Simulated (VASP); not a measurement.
The system is Co.

```
Co
1.0
     3.62800    1.81400    1.81400
     1.81400    3.62800    1.81400
     1.81400    1.81400    3.62800
Co
2
Direct
  0.00000 0.00000 0.00000
  0.50000 0.50000 0.50000
```

This isn't the form of Co at room conditions, which is hcp.

Base run:

- Program: VASP 6.6.1
- Functional: PBE
- Potentials or basis: VASP PAW PBE potentials, release 64 (Co)
- Cutoff: 600 eV
- k mesh: 11 × 11 × 11
- Occupations: fermi-dirac, width 0.05 eV
- Spin: no spin polarisation

Its results: pressure -26.4 GPa.

The run is repeated on the same cell with these changes: spin from no spin polarisation to collinear spin; further incar settings from ALGO = Normal; EDIFF = 1e-06; NBANDS = 16 to ALGO = Normal; EDIFF = 1e-06; NBANDS = 20. What comes out?

Pressure -15.8 GPa; net moment 3.38 μB per cell; site moments Co +1.73 μB.

Caveats: the cell stands under tension.
